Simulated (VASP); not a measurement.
# NaF (Villiaumite) (Fm-3m) in VASP: further runs

NaF (Villiaumite) is run at these levels: PBE, LDA; tasks: single point.

All numbers are computed with VASP 6.6.1; they aren't measurements. Logs are shortened: lines on timing, memory, paths and dates and some standing lists are left out, and cuts for length are marked.

## (1) The cell of the first run

Symmetry: Fm-3m, No. 225, cubic system. Conventional cell: a = 4.700 Å, b = 4.700 Å, c = 4.700 Å, α = 90.00°, β = 90.00°, γ = 90.00°. Na (site symmetry m-3m) has 6 F at 2.35 Å within 3.1 Å. Within 3.1 Å of F (site symmetry m-3m) lie 6 Na at 2.35 Å.

## (2) Single point, PBE

Contents of INCAR:

```
SYSTEM = NaF
  PREC = Accurate
  ENCUT = 520
  EDIFF = 1E-6
  ISMEAR = -1
  SIGMA = 0.02
  LREAL = .False.
  LASPH = .True.
  NELM = 100
  ALGO = Normal
  ISIF = 2
  LWAVE = .False.
  LCHARG = .False.
  GGA = PE
  NBANDS = 14
```

Contents of KPOINTS:

```
Automatic mesh
0
Gamma
  11 11 11
  0 0 0
```

Contents of POSCAR:

```
NaF
1.0
    0.0000000000      2.3497833620      2.3497833620
    2.3497833620      0.0000000000      2.3497833620
    2.3497833620      2.3497833620      0.0000000000
Na F
1 1
Direct
    0.0000000000      0.0000000000      0.0000000000
    0.5000000000      0.5000000000      0.5000000000
```

Potentials or basis: VASP PAW PBE potentials, release 64 (Na_pv, F).

Command:

```sh
$ cat potpaw_PBE.64/Na_pv/POTCAR potpaw_PBE.64/F/POTCAR > POTCAR
$ mpirun -np 1 vasp_std > vasp.out
```

OUTCAR:

```text
SYSTEM = NaF
   PREC = Accurate
   ENCUT = 520
   EDIFF = 1E-6
   ISMEAR = -1
   LREAL = .False.
   LASPH = .True.
   NELM = 100
   ISIF = 2
   GGA = PE

 ion  position               nearest neighbor table
   1  0.000  0.000  0.000-
   2  0.500  0.500  0.500-

  LATTYP: Found a face centered cubic cell.
 ALAT       =     4.6995667240

  Lattice vectors:

 A1 = (   0.0000000000,   2.3497833620,   2.3497833620)
 A2 = (   2.3497833620,   0.0000000000,   2.3497833620)
 A3 = (   2.3497833620,   2.3497833620,   0.0000000000)

Analysis of symmetry for initial positions (statically):
=====================================================================
 Subroutine PRICEL returns:
 Original cell was already a primitive cell.

 Routine SETGRP: Setting up the symmetry group for a
 face centered cubic supercell.

 Subroutine GETGRP returns: Found 48 space group operations
 (whereof 48 operations were pure point group operations)
 out of a pool of 48 trial point group operations.

The static configuration has the point symmetry O_h .

Analysis of symmetry for dynamics (positions and initial velocities):
=====================================================================
 Subroutine PRICEL returns:
 Original cell was already a primitive cell.

 Routine SETGRP: Setting up the symmetry group for a
 face centered cubic supercell.

 Subroutine GETGRP returns: Found 48 space group operations
 (whereof 48 operations were pure point group operations)
 out of a pool of 48 trial point group operations.

The dynamic configuration has the point symmetry O_h .

 Subroutine INISYM returns: Found 48 space group operations
 (whereof 48 operations are pure point group operations),
 and found     1 'primitive' translations

----------------------------------------------------------------------------------------

                                     Primitive cell

  volume of cell :      25.9486

  direct lattice vectors                    reciprocal lattice vectors
     0.000000000  2.349783362  2.349783362    -0.212785573  0.212785573  0.212785573
     2.349783362  0.000000000  2.349783362     0.212785573 -0.212785573  0.212785573
     2.349783362  2.349783362  0.000000000     0.212785573  0.212785573 -0.212785573

  length of vectors
     3.323095499  3.323095499  3.323095499     0.368555424  0.368555424  0.368555424

  position of ions in fractional coordinates (direct lattice)
     0.000000000  0.000000000  0.000000000
     0.500000000  0.500000000  0.500000000

  ion indices of the primitive-cell ions
   primitive index   ion index
                 1           1
                 2           2

----------------------------------------------------------------------------------------

 KPOINTS: Automatic mesh

Automatic generation of k-mesh.
 Grid dimensions read from file:
 generate k-points for:   11   11   11

 Generating k-lattice:

  Cartesian coordinates                     Fractional coordinates (reciprocal lattice)
    -0.019344143  0.019344143  0.019344143     0.090909091  0.000000000  0.000000000
     0.019344143 -0.019344143  0.019344143     0.000000000  0.090909091  0.000000000
     0.019344143  0.019344143 -0.019344143     0.000000000  0.000000000  0.090909091

  Length of vectors
     0.033505039  0.033505039  0.033505039

  Shift w.r.t. Gamma in fractional coordinates (k-lattice)
     0.000000000  0.000000000  0.000000000

 Subroutine IBZKPT returns following result:
 ===========================================

 Found     56 irreducible k-points:

 Following reciprocal coordinates:
            Coordinates               Weight
  0.000000  0.000000  0.000000      1.000000
  0.090909  0.000000  0.000000      8.000000
  0.181818  0.000000  0.000000      8.000000
  0.272727  0.000000  0.000000      8.000000
  0.363636  0.000000  0.000000      8.000000
  0.454545  0.000000  0.000000      8.000000
[... 16 lines left out ...]
 -0.272727  0.181818  0.000000     24.000000
 -0.181818  0.181818  0.000000     12.000000
 [... further k-points ...]
   k-points           NKPTS =     56   k-points in BZ     NKDIM =     56   number of bands    NBANDS=     14
   number of dos      NEDOS =    301   number of ions     NIONS =      2
   total plane-waves  NPLWV =  21952
   dimension x,y,z NGX =    28 NGY =   28 NGZ =   28
   dimension x,y,z NGXF=    56 NGYF=   56 NGZF=   56
   ions per type =               1   1
   NGX,Y,Z   is equivalent  to a cutoff of  14.01, 14.01, 14.01 a.u.
   NGXF,Y,Z  is equivalent  to a cutoff of  28.02, 28.02, 28.02 a.u.
 SYSTEM =  NaF
   PREC   = accura    normal or accurate (medium, high low for compatibility)
   ISTART =      0    job   : 0-new  1-cont  2-samecut
   ICHARG =      2    charge: 1-file 2-atom 10-const
   ISPIN  =      1    spin polarized calculation?
   LNONCOLLINEAR =      F non collinear calculations
   LSORBIT =      F    spin-orbit coupling
   LASPH  =      T    aspherical Exc in radial PAW
   ENCUT  =  520.0 eV  38.22 Ry    6.18 a.u.   6.18  6.18  6.18*2*pi/ulx,y,z
   NELM   =    100;   NELMIN=  2; NELMDL= -5     # of ELM steps
   EDIFF  = 0.1E-05   stopping-criterion for ELM
   LREAL  =      F    real-space projection
   EDIFFG = 0.1E-04   stopping-criterion for IOM
   NSW    =      0    number of steps for IOM
   IBRION =     -1    ionic relax: 0-MD 1-quasi-New 2-CG
   NFREE  =      0    steps in history (QN), initial steepest desc. (CG)
   ISIF   =      2    stress and relaxation
   ISYM   =      2    0-nonsym 1-usesym 2-fastsym
   POTIM  = 0.5000    time-step for ionic-motion
   TEBEG  =    0.0;   TEEND  =   0.0 temperature during run
   PSTRESS=    0.0 pullay stress
   NELECT =      14.0000    total number of electrons
   NUPDOWN=      -1.0000    fix difference up-down
   EMIN   =  10.00;   EMAX   =-10.00  energy-range for DOS
   EFERMI =   0.00;   METHOD = LEGACY
   ISMEAR =    -1;   SIGMA  =   0.02  broadening in eV -4-tet -1-fermi 0-gaus
   EFERMI_NEDOS =   21; number of points for ismear=-14 and -15
   IALGO  =     38    algorithm
   IMIX   =      4    mixing-type and parameters
     AMIX     =   0.40;   BMIX     =  1.00
     AMIX_MAG =   1.60;   BMIX_MAG =  1.00
  volume/ion in A,a.u.               =      12.97        87.55
  Fermi-wavevector in a.u.,A,eV,Ry     =   1.332743  2.518519 24.166715  1.776203
  Thomas-Fermi vector in A             =   2.461654
   LORBIT       =      0    0 simple, 1 ext, 2 COOP (PROOUT), +10 PAW based schemes
   GGA     = PE    functional components
[... 5 lines left out ...]
 non-spin polarized calculation
  energy-cutoff  :      520.00
  volume of cell :       25.95
 maximum number of plane-waves:       725
 NGX is ok and might be reduce to    28
   NGX = 13   NGY = 13   NGZ = 13

 number of electron      14.0000002 magnetization

 Free energy of the ion-electron system (eV)
  ---------------------------------------------------
  ext. energy  EPLUGINS =         0.00000000
  ---------------------------------------------------
  free energy    TOTEN  =        -8.56940965 eV

  energy without entropy =       -8.56940965  energy(sigma->0) =       -8.56940965

 E-fermi :  -1.7740     XC(G=0):  -8.9563

 val. band max:       -2.2616802042   @ k =   0.0000   0.0000   0.0000
 cond. band min:       3.8151299446   @ k =   0.0000   0.0000   0.0000
 fundamental gap:      6.0768101488
 Fermi energy:        -1.7740294199

 k-point     1 :       0.0000    0.0000    0.0000
  band No.  band energies     occupation
      1     -21.3677      2.00000
      2     -21.3365      2.00000
      3     -21.3365      2.00000
      4     -21.3365      2.00000
      5      -2.2617      2.00000
      6      -2.2617      2.00000
      7      -2.2617      2.00000
      8       3.8151      0.00000
      9      16.4122      0.00000
     10      16.4122      0.00000
     11      16.4122      0.00000
     12      19.1887      0.00000
     13      21.3188      0.00000
     14      21.3188      0.00000

 k-point     2 :       0.0909    0.0000    0.0000
  band No.  band energies     occupation
      1     -21.5568      2.00000
      2     -21.3374      2.00000
      3     -21.3374      2.00000
      4     -21.1369      2.00000
      5      -2.4174      2.00000
      6      -2.2807      2.00000
      7      -2.2807      2.00000
      8       4.1043      0.00000
      9      15.3109      0.00000
     10      16.5323      0.00000
     11      16.5323      0.00000
     12      20.3944      0.00000
     13      20.9409      0.00000
     14      20.9409      0.00000

 k-point     3 :       0.1818    0.0000    0.0000
  band No.  band energies     occupation
      1     -21.7365      2.00000
      2     -21.3397      2.00000
      3     -21.3397      2.00000
      4     -20.9308      2.00000
      5      -2.7904      2.00000
      6      -2.3312      2.00000
      7      -2.3312      2.00000
      8       4.8686      0.00000
      9      13.7058      0.00000
     10      16.8409      0.00000
     11      16.8409      0.00000
     12      20.3375      0.00000
     13      20.3375      0.00000
     14      21.4995      0.00000

 k-point     4 :       0.2727    0.0000    0.0000
  band No.  band energies     occupation
      1     -21.8803      2.00000
      2     -21.3427      2.00000
      3     -21.3427      2.00000
      4     -20.7520      2.00000
      5      -3.2104      2.00000
      6      -2.3965      2.00000
      7      -2.3965      2.00000
      8       5.9103      0.00000
      9      12.2748      0.00000
     10      17.1784      0.00000
     11      17.1784      0.00000
     12      19.9757      0.00000
     13      19.9757      0.00000
     14      21.3749      0.00000

 k-point     5 :       0.3636    0.0000    0.0000
  band No.  band energies     occupation
      1     -21.9803      2.00000
      2     -21.3455      2.00000
      3     -21.3455      2.00000
      4     -20.6196      2.00000
      5      -3.5502      2.00000
      6      -2.4557      2.00000
      7      -2.4557      2.00000
      8       7.0491      0.00000
      9      11.0426      0.00000
     10      17.3590      0.00000
     11      17.3590      0.00000
[... 276 lines left out ...]
 k-point    22 :      -0.3636    0.1818    0.0000
  band No.  band energies     occupation
      1     -21.9343      2.00000
      2     -21.3799      2.00000
      3     -21.3505      2.00000
      4     -20.6315      2.00000
      5      -3.5261      2.00000
      6      -2.7433      2.00000
      7      -2.5147      2.00000
      8       8.4017      0.00000
      9      10.5804      0.00000
     10      14.7747      0.00000
     11      17.5032      0.00000
     12      18.7704      0.00000
     13      20.4154      0.00000
     14      23.7074      0.00000

 k-point    23 :      -0.2727    0.1818    0.0000
  band No.  band energies     occupation
      1     -21.9106      2.00000
      2     -21.3764      2.00000
      3     -21.3447      2.00000
      4     -20.6729      2.00000
      5      -3.3896      2.00000
      6      -2.6759      2.00000
      7      -2.4645      2.00000
      8       7.3221      0.00000
      9      11.4765      0.00000
     10      15.0312      0.00000
     11      17.9151      0.00000
     12      19.2845      0.00000
     13      19.5169      0.00000
     14      23.6190      0.00000

 k-point    24 :      -0.1818    0.1818    0.0000
  band No.  band energies     occupation
      1     -21.8630      2.00000
      2     -21.3654      2.00000
      3     -21.3401      2.00000
      4     -20.7503      2.00000
      5      -3.1909      2.00000
      6      -2.5486      2.00000
      7      -2.4049      2.00000
      8       6.2629      0.00000
      9      12.3074      0.00000
     10      15.6184      0.00000
     11      18.1949      0.00000
     12      18.5375      0.00000
     13      20.1876      0.00000
     14      23.3181      0.00000

 [... further k-points ...]

------------------------ aborting loop because EDIFF is reached ----------------------------------------

  FORCE on cell =-STRESS in cart. coord.  units (eV):
  Direction    XX          YY          ZZ          XY          YZ          ZX
  --------------------------------------------------------------------------------------
  -------------------------------------------------------------------------------------
  Total       -0.0187410     -0.0187410     -0.0187410      0.0000000      0.0000000     -0.0000000
  in kB       -1.1571528     -1.1571528     -1.1571528      0.0000000      0.0000000     -0.0000000
  external PRESSURE =      -1.1571528 kB  Pullay stress =       0.0000000 kB

 VOLUME and BASIS-vectors are now :
 -----------------------------------------------------------------------------
  energy-cutoff  :      520.00
  volume of cell :       25.95
      direct lattice vectors                 reciprocal lattice vectors
     0.000000000  2.349783362  2.349783362    -0.212785573  0.212785573  0.212785573
     2.349783362  0.000000000  2.349783362     0.212785573 -0.212785573  0.212785573
     2.349783362  2.349783362  0.000000000     0.212785573  0.212785573 -0.212785573

 POSITION                                       TOTAL-FORCE (eV/Angst)
 -----------------------------------------------------------------------------------
      0.00000      0.00000      0.00000        -0.000000     -0.000000     -0.000000
      2.34978      2.34978      2.34978         0.000000      0.000000      0.000000
 -----------------------------------------------------------------------------------
    total drift:                                0.000000      0.000000      0.000000

  FREE ENERGIE OF THE ION-ELECTRON SYSTEM (eV)
  ---------------------------------------------------
  free  energy   TOTEN  =        -8.5694096525 eV

  energy  without entropy=       -8.5694096525  energy(sigma->0) =       -8.56940965
```

Wall time 39 s (1 thread of AMD EPYC 7R43 (Zen 3), shared host); peak memory 0.12 GiB.

What came out:

- Free energy: -8.5694 eV
- Pressure: -0.1 GPa
- Band gap on the k mesh: 6.08 eV, direct

A k mesh can miss the band edges.

## (3) Single point, LDA

Contents of INCAR:

```
ALGO = Normal ; EDIFF = 1E-7
ENCUT = 520 ; GGA = CA
ISIF = 2 ; ISMEAR = -1
LASPH = T ; LCHARG = T
LELF = T ; LREAL = F
LVHAR = T ; LWAVE = F
NBANDS = 14 ; NELM = 100
PREC = Accurate ; SIGMA = 0.02
```

Contents of KPOINTS:

```
k-points
0
Gamma
  11 11 11
```

POSCAR is that of step 2.

Potentials or basis: VASP PAW LDA potentials, release 64 (Na_pv, F).

Command:

```sh
$ cat potpaw_LDA.64/Na_pv/POTCAR potpaw_LDA.64/F/POTCAR > POTCAR
$ mpirun -np 1 vasp_std > vasp.out
```

Wall time 39 s (1 thread of AMD EPYC 7R43 (Zen 3), shared host); peak memory 0.1 GiB.

The run converged. Its results:

```
Free energy            : -9.2722 eV
Pressure               : -5.9 GPa
Band gap on the k mesh : 5.74 eV, direct
```

Levels at points of the mesh, in eV from the valence-band top:
```csv
k point,band 5,band 6,band 7,band 8,band 9,band 10
"(0.00, 0.00, 0.00)",0.00,0.00,0.00,5.74,18.24,18.24
```

A k mesh can miss the band edges. As with any semilocal functional, this LDA gap is likely too small.
